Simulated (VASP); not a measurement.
The system is Ti.

```
Ti
1.0
     0.00000    1.96910    2.03000
     1.96910    0.00000    2.03000
     1.96910    1.96910    0.00000
Ti
1
Direct
  0.00000 0.00000 0.00000
```

This cell differs from its parent crystal: equal xx and yy strain of -3 %.

Base run:

- Program: VASP 6.6.1
- Functional: PBE
- Potentials or basis: VASP PAW PBE potentials, release 64 (Ti_sv)
- Cutoff: 500 eV
- k mesh: 15 × 15 × 15
- Occupations: fermi-dirac, width 0.05 eV
- Spin: no spin polarisation

Its results: band gap on the k mesh zero (bands 6 and 7 overlap by 1.24 eV); pressure 12.2 GPa.

Q: The run is repeated on the same cell with these changes: cutoff from 500 eV to 400 eV; further incar settings from ALGO = Normal; EDIFF = 1e-06; NBANDS = 12 to ALGO = Normal; EDIFF = 1e-08; NBANDS = 12. What comes out?

A: Band gap on the k mesh zero (bands 6 and 7 overlap by 1.24 eV); pressure 11.4 GPa.

Caveats: the cell stands under pressure.
